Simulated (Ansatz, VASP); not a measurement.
## NaCl in VASP and in Ansatz

File POSCAR:

```
NaCl
1.0
    0.0000000000      2.8027319633      2.8027319633
    2.8027319633      0.0000000000      2.8027319633
    2.8027319633      2.8027319633      0.0000000000
Na Cl
1 1
Direct
    0.0000000000      0.0000000000      0.0000000000
    0.5000000000      0.5000000000      0.5000000000
```

Contents of INCAR.step1:

```
SYSTEM = NaCl
PREC = Accurate
ENCUT = 520
EDIFF = 1E-5
ISMEAR = 0
SIGMA = 0.01
LREAL = .FALSE.
LASPH = .TRUE.
NELM = 60
ALGO = Normal
ISIF = 2
LWAVE = .TRUE.
LCHARG = .FALSE.
NBANDS = 14
GGA = PE
```

File INCAR.step2:

```
SYSTEM = NaCl
PREC = Accurate
ENCUT = 520
EDIFF = 1E-6
ISMEAR = 0
SIGMA = 0.01
LREAL = .FALSE.
LASPH = .TRUE.
NELM = 60
ALGO = Normal
ISIF = 2
LWAVE = .FALSE.
LCHARG = .FALSE.
GGA = PE
LHFCALC = .TRUE.
HFSCREEN = 0.2079
PRECFOCK = Normal
NBANDS = 14
ISTART = 1
```

KPOINTS

```
regular mesh
0
G
  6 6 6
  0 0 0
```

Input for Ansatz:

```yaml
crystal:
  lattice:
    - [0.0, 2.8027319633, 2.8027319633]
    - [2.8027319633, 0.0, 2.8027319633]
    - [2.8027319633, 2.8027319633, 0.0]
  atoms:
    - { symbol: Na, position: [0.0, 0.0, 0.0] }
    - { symbol: Cl, position: [0.5, 0.5, 0.5] }
kpoints:
  mp_grid: { grid: [6, 6, 6] }
  band_path:
    path:
      - [0.0, 0.0, 0.0]
      - [0.5, 0.0, 0.5]
      - [0.625, 0.25, 0.625]
      - [0.375, 0.375, 0.75]
      - [0.5, 0.5, 0.5]
      - [0.5, 0.25, 0.75]
    npoints: 1
hamiltonian:
  xc: hse06
scf:
  occupations: { method: fixed }
  n_extra_bands: 4
output:
  forces: true
  stress: true
  eigenvalues: true
```

Alike in both runs: task single point; functional HSE06; k mesh 6 × 6 × 6; no spin polarisation.

|  | VASP | Ansatz |
| --- | --- | --- |
| version | VASP 6.6.1 | Ansatz 0.2.0 |
| potentials or method | VASP PAW PBE potentials, release 64 (Na_pv, Cl) | plane waves, PAW |
| plane-wave cutoff (eV) | 520 | 420 |
| occupations | gaussian, width 0.01 eV | fixed |
| valence electrons in the cell | 14 | 16 |

Ansatz gave:

| Property | Result |
| --- | --- |
| gap on the k mesh at the Fermi level (eV) | 6.56 |
| pressure (GPa) | 0.7 |

Task: Estimate VASP's values.

Result: gap on the k mesh at the Fermi level (eV): 6.55; pressure (GPa): 0.7.

VASP's potentials hold 14 valence electrons a cell and Ansatz's 16, so a difference there can come from the potentials and not from the codes. Ansatz's warnings: stress exchange threshold loose, stress scf threshold loose.
